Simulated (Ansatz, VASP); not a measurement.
## One calculation of NbCd3, two programs

INCAR

```
ALGO = Normal ; EDIFF = 1E-6
ENCUT = 520 ; GGA = PE
ISIF = 2 ; ISMEAR = -1
LASPH = True ; LCHARG = True
LELF = True ; LREAL = False
LVHAR = True ; LWAVE = False
NBANDS = 32 ; NELM = 100
PREC = Accurate ; SIGMA = 0.1
```

File KPOINTS:

```
k-points
0
Gamma
  8 8 8
```

POSCAR

```
NbCd3
1.0
    4.2150000000      0.0000000000      0.0000000000
    0.0000000000      4.2150000000      0.0000000000
    0.0000000000      0.0000000000      4.0042500000
Nb Cd
1 3
Direct
    0.0000000000      0.0000000000      0.0000000000
    0.0000000000      0.5000000000      0.5000000000
    0.5000000000      0.0000000000      0.5000000000
    0.5000000000      0.5000000000      0.0000000000
```

Input for Ansatz:

```yaml
crystal:
  lattice:
    - [4.215, 0.0, 0.0]
    - [0.0, 4.215, 0.0]
    - [0.0, 0.0, 4.00425]
  atoms:
    - { symbol: Nb, position: [0.0, 0.0, 0.0] }
    - { symbol: Cd, position: [0.0, 0.5, 0.5] }
    - { symbol: Cd, position: [0.5, 0.0, 0.5] }
    - { symbol: Cd, position: [0.5, 0.5, 0.0] }
basis:
  ecutwfc: 520.0
kpoints:
  mp_grid:
    grid: [8, 8, 8]
hamiltonian:
  xc: pbe
  pseudopotentials:
    kind: paw
scf:
  occupations:
    method: fermi_dirac
    width: 0.1
output:
  stress: true
```

Alike in both runs: task single point; functional PBE; k mesh 8 × 8 × 8; occupations fermi-dirac, width 0.1 eV; no spin polarisation.

|  | VASP | Ansatz |
| --- | --- | --- |
| version | VASP 6.6.1 | Ansatz 0.2.0 |
| potentials or method | VASP PAW PBE potentials, release 64 (Nb_sv, Cd), cutoff 520 eV | plane waves, PAW |
| valence electrons in the cell | 49 | 73 |

Ansatz gave:

| Item | Value |
| --- | --- |
| pressure (GPa) | 14.8 |
| traceless stress, the component that is largest in VASP (GPa) | 2.71 |

Q: What did VASP give for the same quantities?

A: Pressure (GPa): 15.5; traceless stress, the component that is largest in VASP (GPa): 2.73.

VASP's potentials hold 49 valence electrons a cell and Ansatz's 73, so a difference there can come from the potentials and not from the codes.
